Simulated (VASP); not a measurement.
Write the native input for VASP 6.6.1 that does the following.

```yaml
Task: single point
Functional: PBE
Potentials_or_basis: VASP PAW PBE potentials, release 64 (Ta_pv)
Cutoff: 500 eV
k_mesh: 18 × 18 × 10
Occupations: gaussian, width 0.15 eV
Spin: no spin polarisation
Dipole_correction: no
Further_INCAR_settings: ALGO = Normal; EDIFF = 1e-06; NBANDS = 18
```

The structure of Ta lies in POSCAR:

```
Ta
1.0
   -1.6512800000      1.6512800000      1.6512800000
    1.6512800000     -1.6512800000      1.6512800000
    3.3025600000      3.3025600000      0.0000000000
Ta
2
Direct
   -0.0151397704     -0.0151397704      0.0000000000
    0.5151397704      0.5151397704      0.5000000000
```

This cell differs from its parent crystal: mode 6 (145.8 1/cm) frozen in, largest displacement +0.050 Å.

The input as run:

INCAR

```
SYSTEM = Ta
PREC = Accurate
ENCUT = 500
EDIFF = 1E-6
ISMEAR = 0
SIGMA = 0.15
LREAL = .FALSE.
LASPH = .TRUE.
NELM = 120
ALGO = Normal
ISIF = 2
LWAVE = .FALSE.
LCHARG = .FALSE.
GGA = PE
NBANDS = 18
GGA_COMPAT = .FALSE.
```

KPOINTS

```
Automatic mesh
0
G
  18 18 10
  0 0 0
```

Potentials or basis: VASP PAW PBE potentials, release 64 (Ta_pv).

Command:

```sh
$ cat potpaw_PBE.64/Ta_pv/POTCAR > POTCAR
$ mpirun -np 1 vasp_std > vasp.out
```

It gave:

```json
{
 "Pressure": "3.3 GPa",
 "Largest force": "0.691 eV/Å",
 "Band gap on the k mesh": "zero (band 11 reaches 7.08 eV, above the bottom of band 12 at 4.23 eV)"
}
```

Caveat: the cell differs from its parent crystal (mode 6 (145.8 1/cm) frozen in, largest displacement +0.050 Å); spin-orbit coupling is left out, which moves the levels of the heavy elements.

It took 71 s on 1 thread of Intel(R) Xeon(R) 6975P-C (Granite Rapids), with other jobs on the host, peak memory 0.37 GiB.
